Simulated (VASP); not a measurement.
# ZnSe (F-43m) in VASP: further runs, part 2 of 2

VASP 6.6.1. Earlier steps stand in the parts before.

## (3) Single point, HSE06

This run uses another cell than the first one, of 22.30 Å³/atom.

Input file POSCAR:

```
ZnSe
1.0
    0.0000000000      2.8147806350      2.8147806350
    2.8147806350      0.0000000000      2.8147806350
    2.8147806350      2.8147806350      0.0000000000
Se Zn
1 1
Direct
    0.7500000000      0.7500000000      0.7500000000
    0.0000000000      0.0000000000      0.0000000000
```

Input file INCAR.step1:

```
  PREC = Accurate
  ENCUT = 520
  EDIFF = 1E-5
  ISMEAR = -1
  SIGMA = 0.05
  LREAL = False
  LASPH = True
  NELM = 100
  ALGO = Normal
  ISIF = 2
  LWAVE = True
  LCHARG = False
  GGA = PE
  NBANDS = 16
```

Input file INCAR.step2:

```
  PREC = Accurate
  ENCUT = 520
  EDIFF = 1E-7
  ISMEAR = -1
  SIGMA = 0.05
  LREAL = False
  LASPH = True
  NELM = 100
  ALGO = Normal
  ISIF = 2
  LWAVE = False
  LCHARG = False
  GGA = PE
  LHFCALC = True
  HFSCREEN = 0.2079
  PRECFOCK = Normal
  ISTART = 1
  NBANDS = 16
```

Input file KPOINTS:

```
Automatic mesh
0
Gamma
  4 4 4
```

Potentials or basis: VASP PAW PBE potentials, release 64 (Se, Zn).

On the command line:

```
$ cat potpaw_PBE.64/Se/POTCAR potpaw_PBE.64/Zn/POTCAR > POTCAR
$ cp INCAR.step1 INCAR
$ mpirun -np 1 vasp_std > vasp.out
$ cp INCAR.step2 INCAR
$ mpirun -np 1 vasp_std > vasp.out
```

OUTCAR:

```text
PREC = Accurate
   ENCUT = 520
   EDIFF = 1E-7
   ISMEAR = -1
   LREAL = False
   LASPH = True
   NELM = 100
   ISIF = 2
   GGA = PE
   LHFCALC = True
   HFSCREEN = 0.2079
   PRECFOCK = Normal
   ISTART = 1

 ion  position               nearest neighbor table
   1  0.750  0.750  0.750-   2 2.44   2 2.44   2 2.44   2 2.44
   2  0.000  0.000  0.000-   1 2.44   1 2.44   1 2.44   1 2.44

  LATTYP: Found a face centered cubic cell.
[... 330 lines left out ...]
     16      16.7204      0.00000

------------------------ aborting loop because EDIFF is reached ----------------------------------------

  FORCE on cell =-STRESS in cart. coord.  units (eV):
  Direction    XX          YY          ZZ          XY          YZ          ZX
  --------------------------------------------------------------------------------------
  -------------------------------------------------------------------------------------
  Total        0.8115394      0.8115394      0.8115394     -0.0000000     -0.0000000     -0.0000000
  in kB       29.1512053     29.1512053     29.1512053     -0.0000000     -0.0000000     -0.0000000
  external PRESSURE =      29.1512053 kB  Pullay stress =       0.0000000 kB

 VOLUME and BASIS-vectors are now :
 -----------------------------------------------------------------------------
  energy-cutoff  :      520.00
  volume of cell :       44.60
      direct lattice vectors                 reciprocal lattice vectors
     0.000000000  2.814780635  2.814780635    -0.177633736  0.177633736  0.177633736
     2.814780635  0.000000000  2.814780635     0.177633736 -0.177633736  0.177633736
     2.814780635  2.814780635  0.000000000     0.177633736  0.177633736 -0.177633736

 POSITION                                       TOTAL-FORCE (eV/Angst)
 -----------------------------------------------------------------------------------
      4.22217      4.22217      4.22217         0.000000     -0.000000      0.000000
      0.00000      0.00000      0.00000        -0.000000      0.000000     -0.000000
 -----------------------------------------------------------------------------------
    total drift:                               -0.000049     -0.000057     -0.000033

  FREE ENERGIE OF THE ION-ELECTRON SYSTEM (eV)
  ---------------------------------------------------
  free  energy   TOTEN  =        -7.3635494431 eV

  energy  without entropy=       -7.3635494430  energy(sigma->0) =       -7.36354944
```

OSZICAR.step1:

```text
N       E                     dE             d eps       ncg     rms          rms(c)
DAV:   1     0.851350822127E+02    0.85135E+02   -0.87518E+03   256   0.127E+03
DAV:   2    -0.594115180310E+00   -0.85729E+02   -0.79962E+02   296   0.253E+02
DAV:   3    -0.619278555501E+01   -0.55987E+01   -0.55790E+01   296   0.622E+01
DAV:   4    -0.623825830075E+01   -0.45473E-01   -0.45458E-01   328   0.593E+00
DAV:   5    -0.623845779090E+01   -0.19949E-03   -0.19949E-03   304   0.348E-01    0.495E+00
DAV:   6    -0.595532085952E+01    0.28314E+00   -0.54685E-01   376   0.239E+01    0.377E+00
DAV:   7    -0.593336256063E+01    0.21958E-01   -0.16271E-01   256   0.354E+00    0.159E+00
DAV:   8    -0.593343042791E+01   -0.67867E-04   -0.50112E-03   384   0.731E-01    0.469E-01
DAV:   9    -0.593374573917E+01   -0.31531E-03   -0.12326E-03   288   0.269E-01    0.671E-02
DAV:  10    -0.593386212863E+01   -0.11639E-03   -0.19775E-04   312   0.102E-01    0.234E-02
DAV:  11    -0.593386083438E+01    0.12942E-05   -0.40307E-05   280   0.479E-02
   1 F= -.59338608E+01 E0= -.59338608E+01  d E =-.979753E-07
```

Run time: 15 min. Hardware: 1 thread of AMD EPYC 7R43 (Zen 3), shared host; peak memory 0.24 GiB.

What came out:

```yaml
Free_energy: -7.3635 eV
Pressure: 2.9 GPa
Band_gap_on_the_k_mesh: 2.52 eV
```

Caveat: the k points lie up to 0.48 Å⁻¹ apart; the PAW data sets were made with another functional, which shifts forces and pressure a little.

## (4) Single point, HSE06

This run uses another cell than the first one, of 23.21 Å³/atom.

Input file POSCAR:

```
ZnSe
1.0
    0.0000000000      2.8525674344      2.8525674344
    2.8525674344      0.0000000000      2.8525674344
    2.8525674344      2.8525674344      0.0000000000
Se Zn
1 1
Direct
    0.7500000000      0.7500000000      0.7500000000
    0.0000000000      0.0000000000      0.0000000000
```

Input file INCAR.step1:

```
PREC = Accurate
ENCUT = 520
EDIFF = 1E-5
ISMEAR = -1
SIGMA = 0.05
LREAL = False
LASPH = True
NELM = 100
ALGO = Normal
ISIF = 2
LWAVE = True
GGA = PE
NBANDS = 16
```

Input file INCAR.step2:

```
PREC = Accurate
ENCUT = 520
EDIFF = 1E-7
ISMEAR = -1
SIGMA = 0.05
LREAL = False
LASPH = True
NELM = 100
ALGO = Normal
ISIF = 2
LWAVE = False
LCHARG = True
GGA = PE
LHFCALC = True
HFSCREEN = 0.2079
PRECFOCK = Normal
LELF = True
LVHAR = True
ISTART = 1
NBANDS = 16
```

Input file KPOINTS:

```
regular mesh
0
Gamma
  4 4 4
```

Potentials or basis: VASP PAW PBE potentials, release 64 (Se, Zn).

On the command line:

```
$ cat potpaw_PBE.64/Se/POTCAR potpaw_PBE.64/Zn/POTCAR > POTCAR
$ cp INCAR.step1 INCAR
$ mpirun -np 1 vasp_std > vasp.out
$ cp INCAR.step2 INCAR
$ mpirun -np 1 vasp_std > vasp.out
```

OUTCAR:

```text
PREC = Accurate
   ENCUT = 520
   EDIFF = 1E-7
   ISMEAR = -1
   LREAL = False
   LASPH = True
   NELM = 100
   ISIF = 2
   GGA = PE
   LHFCALC = True
   HFSCREEN = 0.2079
   PRECFOCK = Normal
   ISTART = 1

 ion  position               nearest neighbor table
   1  0.750  0.750  0.750-   2 2.47   2 2.47   2 2.47   2 2.47
   2  0.000  0.000  0.000-   1 2.47   1 2.47   1 2.47   1 2.47

  LATTYP: Found a face centered cubic cell.
[... 330 lines left out ...]
     16      16.1378      0.00000

------------------------ aborting loop because EDIFF is reached ----------------------------------------

  FORCE on cell =-STRESS in cart. coord.  units (eV):
  Direction    XX          YY          ZZ          XY          YZ          ZX
  --------------------------------------------------------------------------------------
  -------------------------------------------------------------------------------------
  Total        0.0469599      0.0469599      0.0469599      0.0000000      0.0000000     -0.0000000
  in kB        1.6206900      1.6206900      1.6206900      0.0000000      0.0000000     -0.0000000
  external PRESSURE =       1.6206900 kB  Pullay stress =       0.0000000 kB

 VOLUME and BASIS-vectors are now :
 -----------------------------------------------------------------------------
  energy-cutoff  :      520.00
  volume of cell :       46.42
      direct lattice vectors                 reciprocal lattice vectors
     0.000000000  2.852567434  2.852567434    -0.175280694  0.175280694  0.175280694
     2.852567434  0.000000000  2.852567434     0.175280694 -0.175280694  0.175280694
     2.852567434  2.852567434  0.000000000     0.175280694  0.175280694 -0.175280694

 POSITION                                       TOTAL-FORCE (eV/Angst)
 -----------------------------------------------------------------------------------
      4.27885      4.27885      4.27885         0.000000      0.000000      0.000000
      0.00000      0.00000      0.00000        -0.000000     -0.000000     -0.000000
 -----------------------------------------------------------------------------------
    total drift:                               -0.000079     -0.000079     -0.000049

  FREE ENERGIE OF THE ION-ELECTRON SYSTEM (eV)
  ---------------------------------------------------
  free  energy   TOTEN  =        -7.3806392542 eV

  energy  without entropy=       -7.3806392541  energy(sigma->0) =       -7.38063925
```

OSZICAR.step1:

```text
N       E                     dE             d eps       ncg     rms          rms(c)
DAV:   1     0.870463131384E+02    0.87046E+02   -0.87635E+03   256   0.132E+03
DAV:   2    -0.463070415159E+00   -0.87509E+02   -0.83591E+02   280   0.251E+02
DAV:   3    -0.622303483821E+01   -0.57600E+01   -0.57317E+01   312   0.633E+01
DAV:   4    -0.626990788616E+01   -0.46873E-01   -0.46869E-01   304   0.586E+00
DAV:   5    -0.627012937758E+01   -0.22149E-03   -0.22149E-03   344   0.389E-01    0.460E+00
DAV:   6    -0.598490063055E+01    0.28523E+00   -0.54209E-01   368   0.232E+01    0.353E+00
DAV:   7    -0.596406177029E+01    0.20839E-01   -0.15831E-01   320   0.345E+00    0.150E+00
DAV:   8    -0.596417071304E+01   -0.10894E-03   -0.46425E-03   312   0.652E-01    0.454E-01
DAV:   9    -0.596452518104E+01   -0.35447E-03   -0.11765E-03   304   0.259E-01    0.695E-02
DAV:  10    -0.596464434382E+01   -0.11916E-03   -0.18551E-04   312   0.102E-01    0.205E-02
DAV:  11    -0.596464350581E+01    0.83801E-06   -0.35720E-05   296   0.470E-02
   1 F= -.59646435E+01 E0= -.59646433E+01  d E =-.443069E-06
```

It took 14 min on 1 thread of AMD EPYC 7R43 (Zen 3), shared host; peak memory 0.24 GiB.

Results:

| Item | Value |
| --- | --- |
| Free energy | -7.3806 eV |
| Pressure | 0.2 GPa |
| Band gap on the k mesh | 2.34 eV |

Levels at points of the mesh, in eV from the valence-band top:
| k point | band 7 | band 8 | band 9 | band 10 | band 11 | band 12 |
| --- | --- | --- | --- | --- | --- | --- |
| (0.00, 0.00, 0.00) | 0.00 | 0.00 | 0.00 | 2.34 | 6.94 | 6.94 |
| (0.50, 0.00, 0.00) | -5.39 | -0.88 | -0.88 | 3.62 | 7.49 | 7.49 |
| (0.50, 0.50, 0.00) | -5.03 | -2.23 | -2.23 | 3.90 | 4.50 | 12.02 |

Caveat: the k points lie up to 0.48 Å⁻¹ apart; the PAW data sets were made with another functional, which shifts forces and pressure a little.

## (5) The runs side by side

| cell | gap on the mesh (eV) | pressure (GPa) |
| --- | --- | --- |
| a = 3.953 Å, angles 60.0°, 2 atoms | 2.62 | 4.5 |
| a = 3.981 Å, angles 60.0°, 2 atoms | 2.52 | 2.9 |
| a = 4.034 Å, angles 60.0°, 2 atoms | 2.34 | 0.2 |

Alike in all rows: task single point; level HSE06; potentials or basis VASP PAW PBE potentials, release 64 (Se, Zn); no spin polarisation; k mesh 4 × 4 × 4; cutoff (eV) 520; smearing fermi-dirac 0.05 eV.

Caveats: all runs use coarse meshes; the PAW data sets were made with another functional, which shifts forces and pressure a little.

Absolute energies hang on the potentials; compare differences alone.
